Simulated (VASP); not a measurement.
CuI:

```
I Cu
1.0
     0.00000    3.03150    3.03150
     3.03150    0.00000    3.03150
     3.03150    3.03150    0.00000
I Cu
1 1
Direct
  0.00000 0.00000 0.00000
  0.75000 0.75000 0.75000
```

| Property | Result |
| --- | --- |
| Program | VASP 6.6.1 |
| Task | relaxation of cell and atoms |
| Functional | RPBE |
| Dispersion | D4 |
| Potentials or basis | VASP PAW PBE potentials, release 64 (I, Cu) |
| Cutoff | 600 eV |
| k mesh | 8 × 8 × 8 |
| Occupations | fermi-dirac, width 0.05 eV |
| Spin | no spin polarisation |

At the start: pressure -2.2 GPa; volume 27.86 Å³/atom.

**Question.** How do energy, volume and symmetry change on relaxing?

**Answer.** Over 3 steps the energy falls by 10.6 meV/atom and the volume is 26.40 Å³/atom (-5.2 %); space group F-43m (No. 216, to 0.1 Å) before and after.

Step by step:
| step | energy change (eV) | largest force (eV/Å) | pressure (GPa) | volume (Å³) |
| --- | --- | --- | --- | --- |
| 1 | 0.0000 | 0.0000 | -2.24 | 55.72 |
| 2 | -0.0211 | 0.0000 | 0.15 | 52.63 |
| 3 | -0.0212 | 0.0000 | -0.03 | 52.81 |

Final structure:
```
I Cu
1.0
     0.00000    2.97772    2.97772
     2.97772    0.00000    2.97772
     2.97772    2.97772    0.00000
I Cu
1 1
Cartesian
  0.0000 0.0000 0.0000
  4.4666 4.4666 4.4666
```

Caveat: the PAW data sets were made with another functional, which shifts forces and pressure a little.
